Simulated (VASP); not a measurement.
# Hf3AlN4 (Pm-3m) in VASP: notebook

Hf3AlN4 is run at these levels: PBE; tasks: single point.

Everything below comes from runs of VASP 6.6.1. Logs are shortened: lines on timing, memory, paths and dates and some standing lists are left out, and cuts for length are marked.

### Step 1. The cell of the first run

The structure is cubic, space group Pm-3m (No. 221). Conventional cell: a = 4.494 Å, b = 4.494 Å, c = 4.494 Å, α = 90.00°, β = 90.00°, γ = 90.00°. Within 3.0 Å of Hf (site symmetry 4/mmm) lie 6 N at 2.25 Å. Within 3.0 Å of Al (site symmetry m-3m) lie 6 N at 2.25 Å. N (site symmetry m-3m) has 6 Hf at 2.25 Å within 3.0 Å. N (site symmetry 4/mmm) has 4 Hf at 2.25 Å and 2 Al at 2.25 Å within 3.0 Å.

### Step 2. Single point, PBE

Input file INCAR:

```
SYSTEM = Hf3AlN4
  ALGO = Normal
  EDIFF = 1E-7
  ENCUT = 520
  GGA = PE
  ISIF = 2
  ISMEAR = 0
  LASPH = .True.
  LCHARG = .False.
  LREAL = .False.
  LWAVE = .False.
  NBANDS = 36
  NELM = 60
  PREC = Accurate
  SIGMA = 0.1
```

Input file KPOINTS:

```
k-points
0
Gamma
  4 4 4
  0 0 0
```

Input file POSCAR:

```
Hf3AlN4
1.0
    4.4943662626      0.0000000000      0.0000000000
    0.0000000000      4.4943662626      0.0000000000
    0.0000000000      0.0000000000      4.4943662626
Hf Al N
3 1 4
Direct
    0.5000000000      0.0000000000      0.5000000000
    0.0000000000      0.5000000000      0.5000000000
    0.5000000000      0.5000000000      0.0000000000
    0.0000000000      0.0000000000      0.0000000000
    0.5000000000      0.5000000000      0.5000000000
    0.0000000000      0.5000000000      0.0000000000
    0.5000000000      0.0000000000      0.0000000000
    0.0000000000      0.0000000000      0.5000000000
```

Potentials or basis: VASP PAW PBE potentials, release 64 (Hf_pv, Al, N).

Launch:

```console
cat potpaw_PBE.64/Hf_pv/POTCAR potpaw_PBE.64/Al/POTCAR potpaw_PBE.64/N/POTCAR > POTCAR
mpirun -np 1 vasp_std > vasp.out
```

OUTCAR:

```text
SYSTEM = Hf3AlN4
   EDIFF = 1E-7
   ENCUT = 520
   GGA = PE
   ISIF = 2
   ISMEAR = 0
   LASPH = .True.
   LREAL = .False.
   NELM = 60
   PREC = Accurate

 ion  position               nearest neighbor table
   1  0.500  0.000  0.500-   5 2.25   7 2.25   8 2.25   7 2.25   5 2.25   8 2.25   3 3.18   4 3.18
                             2 3.18   2 3.18   3 3.18   3 3.18   3 3.18   2 3.18   4 3.18   4 3.18
   2  0.000  0.500  0.500-   5 2.25   6 2.25   8 2.25   6 2.25   8 2.25   5 2.25   3 3.18   4 3.18
                             1 3.18   1 3.18   4 3.18   3 3.18   4 3.18   1 3.18   3 3.18   4 3.18
   3  0.500  0.500  0.000-   5 2.25   6 2.25   7 2.25   5 2.25   7 2.25   6 2.25   1 3.18   2 3.18
                             1 3.18   1 3.18   4 3.18   2 3.18   1 3.18   2 3.18   4 3.18   4 3.18
   4  0.000  0.000  0.000-   6 2.25   7 2.25   8 2.25   8 2.25   6 2.25   7 2.25   1 3.18   2 3.18
                             1 3.18   2 3.18   3 3.18   2 3.18   2 3.18   1 3.18   3 3.18   3 3.18
   5  0.500  0.500  0.500-   1 2.25   2 2.25   3 2.25   3 2.25   1 2.25   2 2.25
   6  0.000  0.500  0.000-   2 2.25   3 2.25   4 2.25   2 2.25   4 2.25   3 2.25
   7  0.500  0.000  0.000-   1 2.25   3 2.25   4 2.25   1 2.25   3 2.25   4 2.25
   8  0.000  0.000  0.500-   1 2.25   2 2.25   4 2.25   4 2.25   2 2.25   1 2.25

  LATTYP: Found a simple cubic cell.
 ALAT       =     4.4943662626

  Lattice vectors:

 A1 = (   4.4943662626,   0.0000000000,   0.0000000000)
 A2 = (   0.0000000000,   4.4943662626,   0.0000000000)
 A3 = (   0.0000000000,   0.0000000000,   4.4943662626)

Analysis of symmetry for initial positions (statically):
=====================================================================
 Subroutine PRICEL returns:
 Original cell was already a primitive cell.

 Routine SETGRP: Setting up the symmetry group for a
 simple cubic supercell.

 Subroutine GETGRP returns: Found 48 space group operations
 (whereof 48 operations were pure point group operations)
 out of a pool of 48 trial point group operations.

The static configuration has the point symmetry O_h .

Analysis of symmetry for dynamics (positions and initial velocities):
=====================================================================
 Subroutine PRICEL returns:
 Original cell was already a primitive cell.

 Routine SETGRP: Setting up the symmetry group for a
 simple cubic supercell.

 Subroutine GETGRP returns: Found 48 space group operations
 (whereof 48 operations were pure point group operations)
 out of a pool of 48 trial point group operations.

The dynamic configuration has the point symmetry O_h .

 Subroutine INISYM returns: Found 48 space group operations
 (whereof 48 operations are pure point group operations),
 and found     1 'primitive' translations

----------------------------------------------------------------------------------------

                                     Primitive cell

  volume of cell :      90.7832

  direct lattice vectors                    reciprocal lattice vectors
     4.494366263  0.000000000  0.000000000     0.222500780  0.000000000  0.000000000
     0.000000000  4.494366263  0.000000000     0.000000000  0.222500780  0.000000000
     0.000000000  0.000000000  4.494366263     0.000000000  0.000000000  0.222500780

  length of vectors
     4.494366263  4.494366263  4.494366263     0.222500780  0.222500780  0.222500780

  position of ions in fractional coordinates (direct lattice)
     0.500000000  0.000000000  0.500000000
     0.000000000  0.500000000  0.500000000
     0.500000000  0.500000000  0.000000000
     0.000000000  0.000000000  0.000000000
     0.500000000  0.500000000  0.500000000
     0.000000000  0.500000000  0.000000000
     0.500000000  0.000000000  0.000000000
     0.000000000  0.000000000  0.500000000

  ion indices of the primitive-cell ions
   primitive index   ion index
                 1           1
                 2           2
                 3           3
                 4           4
                 5           5
                 6           6
                 7           7
                 8           8

----------------------------------------------------------------------------------------

 KPOINTS: k-points

Automatic generation of k-mesh.
 Grid dimensions read from file:
 generate k-points for:    4    4    4

 Generating k-lattice:

  Cartesian coordinates                     Fractional coordinates (reciprocal lattice)
     0.055625195  0.000000000  0.000000000     0.250000000  0.000000000  0.000000000
     0.000000000  0.055625195  0.000000000     0.000000000  0.250000000  0.000000000
     0.000000000  0.000000000  0.055625195     0.000000000  0.000000000  0.250000000

  Length of vectors
     0.055625195  0.055625195  0.055625195

  Shift w.r.t. Gamma in fractional coordinates (k-lattice)
     0.000000000  0.000000000  0.000000000

 Subroutine IBZKPT returns following result:
 ===========================================

 Found     10 irreducible k-points:

 Following reciprocal coordinates:
            Coordinates               Weight
  0.000000  0.000000  0.000000      1.000000
  0.250000  0.000000  0.000000      6.000000
  0.500000  0.000000  0.000000      3.000000
  0.250000  0.250000  0.000000     12.000000
  0.500000  0.250000  0.000000     12.000000
  0.500000  0.500000  0.000000      3.000000
  0.250000  0.250000  0.250000      8.000000
  0.500000  0.250000  0.250000     12.000000
  0.500000  0.500000  0.250000      6.000000
  0.500000  0.500000  0.500000      1.000000
   k-points           NKPTS =     10   k-points in BZ     NKDIM =     10   number of bands    NBANDS=     36
   number of dos      NEDOS =    301   number of ions     NIONS =      8
   total plane-waves  NPLWV =  46656
   dimension x,y,z NGX =    36 NGY =   36 NGZ =   36
   dimension x,y,z NGXF=    72 NGYF=   72 NGZF=   72
   ions per type =               3   1   4
   NGX,Y,Z   is equivalent  to a cutoff of  13.32, 13.32, 13.32 a.u.
   NGXF,Y,Z  is equivalent  to a cutoff of  26.63, 26.63, 26.63 a.u.
 SYSTEM =  Hf3AlN4
   PREC   = accura    normal or accurate (medium, high low for compatibility)
   ISTART =      0    job   : 0-new  1-cont  2-samecut
   ICHARG =      2    charge: 1-file 2-atom 10-const
   ISPIN  =      1    spin polarized calculation?
   LNONCOLLINEAR =      F non collinear calculations
   LSORBIT =      F    spin-orbit coupling
   LASPH  =      T    aspherical Exc in radial PAW
   ENCUT  =  520.0 eV  38.22 Ry    6.18 a.u.   8.36  8.36  8.36*2*pi/ulx,y,z
   NELM   =     60;   NELMIN=  2; NELMDL= -5     # of ELM steps
   EDIFF  = 0.1E-06   stopping-criterion for ELM
   LREAL  =      F    real-space projection
   EDIFFG = 0.1E-05   stopping-criterion for IOM
   NSW    =      0    number of steps for IOM
   IBRION =     -1    ionic relax: 0-MD 1-quasi-New 2-CG
   NFREE  =      0    steps in history (QN), initial steepest desc. (CG)
   ISIF   =      2    stress and relaxation
   ISYM   =      2    0-nonsym 1-usesym 2-fastsym
   POTIM  = 0.5000    time-step for ionic-motion
   TEBEG  =    0.0;   TEEND  =   0.0 temperature during run
   PSTRESS=    0.0 pullay stress
   NELECT =      53.0000    total number of electrons
   NUPDOWN=      -1.0000    fix difference up-down
   EMIN   =  10.00;   EMAX   =-10.00  energy-range for DOS
   EFERMI =   0.00;   METHOD = LEGACY
   ISMEAR =     0;   SIGMA  =   0.10  broadening in eV -4-tet -1-fermi 0-gaus
   EFERMI_NEDOS =   21; number of points for ismear=-14 and -15
   IALGO  =     38    algorithm
   IMIX   =      4    mixing-type and parameters
     AMIX     =   0.40;   BMIX     =  1.00
     AMIX_MAG =   1.60;   BMIX_MAG =  1.00
  volume/ion in A,a.u.               =      11.35        76.58
  Fermi-wavevector in a.u.,A,eV,Ry     =   1.368249  2.585615 25.471522  1.872104
  Thomas-Fermi vector in A             =   2.494229
   LORBIT       =      0    0 simple, 1 ext, 2 COOP (PROOUT), +10 PAW based schemes
   GGA     = PE    functional components
   LHFCALC =     F    Hartree Fock is set to
   AEXX    =    0.0000 exact exchange contribution
   IVDW    =     0    specifies the selected vdW correction
   LEPSILON=     F    determine dielectric tensor
   LRPA    =     F    only Hartree local field effects (RPA)
 non-spin polarized calculation
 Gauss-broadening in eV      SIGMA  =   0.10
  energy-cutoff  :      520.00
  volume of cell :       90.78
 maximum number of plane-waves:      2469
 NGX is ok and might be reduce to    36
   NGX = 17   NGY = 17   NGZ = 17

 number of electron      53.0000000 magnetization

 Free energy of the ion-electron system (eV)
  ---------------------------------------------------
  ext. energy  EPLUGINS =         0.00000000
  ---------------------------------------------------
  free energy    TOTEN  =       -78.28628726 eV

  energy without entropy =      -78.26883428  energy(sigma->0) =      -78.27756077

 E-fermi :   8.6328     XC(G=0): -12.3458

 val. band max:        8.6048666729   @ k =   0.2500   0.2500   0.2500
 cond. band min:       8.6799465039   @ k =   0.2500   0.0000   0.0000
 fundamental gap:      0.0750798310
 Fermi energy:         8.6328485233

 k-point     1 :       0.0000    0.0000    0.0000
  band No.  band energies     occupation
      1     -23.1115      2.00000
      2     -23.1115      2.00000
      3     -23.1115      2.00000
      4     -22.7799      2.00000
      5     -22.7799      2.00000
      6     -22.7799      2.00000
[... 28 lines left out ...]
     35      12.0249      0.00000
     36      12.8779      0.00000

 k-point     2 :       0.2500    0.0000    0.0000
  band No.  band energies     occupation
      1     -23.0644      2.00000
      2     -23.0644      2.00000
      3     -23.0524      2.00000
      4     -22.7987      2.00000
      5     -22.7968      2.00000
      6     -22.7968      2.00000
[... 28 lines left out ...]
     35      13.0946      0.00000
     36      13.2834      0.00000

 k-point     3 :       0.5000    0.0000    0.0000
  band No.  band energies     occupation
      1     -22.9989      2.00000
      2     -22.9989      2.00000
      3     -22.9280      2.00000
      4     -22.8316      2.00000
      5     -22.8316      2.00000
      6     -22.8174      2.00000
[... 28 lines left out ...]
     35      12.1294      0.00000
     36      12.1294      0.00000

 k-point     4 :       0.2500    0.2500    0.0000
  band No.  band energies     occupation
      1     -23.1240      2.00000
      2     -23.0148      2.00000
      3     -22.9462      2.00000
      4     -22.9203      2.00000
      5     -22.8048      2.00000
      6     -22.7348      2.00000
[... 28 lines left out ...]
     35      13.1086      0.00000
     36      13.5181      0.00000

 k-point     5 :       0.5000    0.2500    0.0000
  band No.  band energies     occupation
      1     -23.0810      2.00000
      2     -23.0518      2.00000
      3     -22.9409      2.00000
      4     -22.8706      2.00000
      5     -22.8326      2.00000
      6     -22.8306      2.00000
[... 28 lines left out ...]
     35      12.5740      0.00000
     36      13.1388      0.00000

 k-point     6 :       0.5000    0.5000    0.0000
  band No.  band energies     occupation
      1     -23.1720      2.00000
      2     -23.0944      2.00000
      3     -22.8704      2.00000
      4     -22.8704      2.00000
      5     -22.8296      2.00000
      6     -22.8296      2.00000
[... 28 lines left out ...]
     35      12.7576      0.00000
     36      12.9551      0.00000

 k-point     7 :       0.2500    0.2500    0.2500
  band No.  band energies     occupation
      1     -23.1935      2.00000
      2     -23.0113      2.00000
      3     -23.0113      2.00000
      4     -22.9114      2.00000
      5     -22.7793      2.00000
      6     -22.7793      2.00000
[... 28 lines left out ...]
     35      13.3068      0.00000
     36      14.3548      0.00000

 k-point     8 :       0.5000    0.2500    0.2500
  band No.  band energies     occupation
      1     -23.1955      2.00000
      2     -23.0907      2.00000
      3     -23.0610      2.00000
      4     -22.9802      2.00000
      5     -22.7646      2.00000
      6     -22.6484      2.00000
[... 28 lines left out ...]
     35      12.5587      0.00000
     36      13.1817      0.00000

 k-point     9 :       0.5000    0.5000    0.2500
  band No.  band energies     occupation
      1     -23.2674      2.00000
      2     -23.1701      2.00000
      3     -23.0738      2.00000
      4     -23.0738      2.00000
      5     -22.6352      2.00000
      6     -22.6352      2.00000
[... 28 lines left out ...]
     35      12.6240      0.00000
     36      12.6240      0.00000

 k-point    10 :       0.5000    0.5000    0.5000
  band No.  band energies     occupation
      1     -23.3788      2.00000
      2     -23.1682      2.00000
      3     -23.1682      2.00000
      4     -23.1682      2.00000
      5     -22.5497      2.00000
      6     -22.5497      2.00000
[... 28 lines left out ...]
     35      12.5269      0.00000
     36      12.6761      0.00000

------------------------ aborting loop because EDIFF is reached ----------------------------------------

  FORCE on cell =-STRESS in cart. coord.  units (eV):
  Direction    XX          YY          ZZ          XY          YZ          ZX
  --------------------------------------------------------------------------------------
  -------------------------------------------------------------------------------------
  Total       -1.3821503     -1.3821503     -1.3821503     -0.0000000     -0.0000000     -0.0000000
  in kB      -24.3927332    -24.3927332    -24.3927332     -0.0000000     -0.0000000     -0.0000000
  external PRESSURE =     -24.3927332 kB  Pullay stress =       0.0000000 kB

 VOLUME and BASIS-vectors are now :
 -----------------------------------------------------------------------------
  energy-cutoff  :      520.00
  volume of cell :       90.78
      direct lattice vectors                 reciprocal lattice vectors
     4.494366263  0.000000000  0.000000000     0.222500780  0.000000000  0.000000000
     0.000000000  4.494366263  0.000000000     0.000000000  0.222500780  0.000000000
     0.000000000  0.000000000  4.494366263     0.000000000  0.000000000  0.222500780

 POSITION                                       TOTAL-FORCE (eV/Angst)
 -----------------------------------------------------------------------------------
      2.24718      0.00000      2.24718         0.000000      0.000000      0.000000
      0.00000      2.24718      2.24718         0.000000      0.000000      0.000000
      2.24718      2.24718      0.00000         0.000000      0.000000      0.000000
      0.00000      0.00000      0.00000         0.000000      0.000000      0.000000
      2.24718      2.24718      2.24718         0.000000      0.000000      0.000000
      0.00000      2.24718      0.00000         0.000000      0.000000      0.000000
      2.24718      0.00000      0.00000         0.000000      0.000000      0.000000
      0.00000      0.00000      2.24718         0.000000      0.000000      0.000000
 -----------------------------------------------------------------------------------
    total drift:                                0.000000      0.000000      0.000000

  FREE ENERGIE OF THE ION-ELECTRON SYSTEM (eV)
  ---------------------------------------------------
  free  energy   TOTEN  =       -78.2862872576 eV

  energy  without entropy=      -78.2688342755  energy(sigma->0) =      -78.27756077
```

It took 34 s on 1 thread of Intel Xeon 8259CL, shared host; peak memory 0.21 GiB.

What came out:

```
Free energy            : -78.2863 eV
Pressure               : -2.4 GPa
Band gap on the k mesh : zero (an odd number of electrons rules out a gap without spin polarisation)
```

Caveat: spin-orbit coupling is left out, which moves the levels of the heavy elements.

### Step 3. Single point, PBE

This run uses another cell than the first one, of 14.46 Å³/atom.

Input file INCAR:

```
PREC = Accurate
ENCUT = 520
EDIFF = 1E-6
ISMEAR = 0
SIGMA = 0.1
LREAL = False
LASPH = True
NELM = 100
ALGO = Normal
ISIF = 2
LWAVE = False
LCHARG = False
GGA = PE
NBANDS = 36
```

Input file KPOINTS:

```
regular mesh
0
Gamma
  4 4 4
```

Edit POSCAR of step 2 so:

```diff
@@ -2,5 +2,5 @@
 1.0
-    4.4943662626      0.0000000000      0.0000000000
-    0.0000000000      4.4943662626      0.0000000000
-    0.0000000000      0.0000000000      4.4943662626
+    4.8724416100      0.0000000000      0.0000000000
+    0.0000000000      4.8724416100      0.0000000000
+    0.0000000000      0.0000000000      4.8724416100
 Hf Al N
```

Potentials or basis: VASP PAW PBE potentials, release 64 (Hf_pv, Al, N).

Launch:

```console
cat potpaw_PBE.64/Hf_pv/POTCAR potpaw_PBE.64/Al/POTCAR potpaw_PBE.64/N/POTCAR > POTCAR
mpirun -np 1 vasp_std > vasp.out
```

It took 43 s on 1 thread of Intel Xeon 8259CL, shared host; peak memory 0.22 GiB.

The run converged. Its results:

| Item | Value |
| --- | --- |
| Free energy | -74.7721 eV |
| Pressure | -35.4 GPa |
| Band gap on the k mesh | zero (an odd number of electrons rules out a gap without spin polarisation) |

Levels at points of the mesh, in eV from the Fermi level:
| k point | band 22 | band 23 | band 24 | band 25 | band 26 | band 27 | band 28 | band 29 | band 30 | band 31 |
| --- | --- | --- | --- | --- | --- | --- | --- | --- | --- | --- |
| (0.00, 0.00, 0.00) | -3.00 | -2.35 | -2.35 | -2.35 | -2.13 | -2.13 | -2.13 | -2.12 | 0.89 | 0.89 |
| (0.50, 0.00, 0.00) | -3.22 | -3.22 | -2.93 | -2.93 | -1.67 | 0.00 | 0.79 | 1.12 | 1.12 | 1.55 |
| (0.50, 0.50, 0.00) | -4.55 | -3.96 | -3.96 | -2.78 | 1.52 | 1.61 | 1.61 | 1.73 | 1.77 | 1.85 |
| (0.50, 0.50, 0.50) | -4.71 | -4.71 | -3.11 | -3.11 | 1.89 | 1.89 | 1.89 | 2.00 | 2.56 | 2.56 |

Caveat: the cell stands under tension; spin-orbit coupling is left out, which moves the levels of the heavy elements.

(Continued in part 2 of 2.)
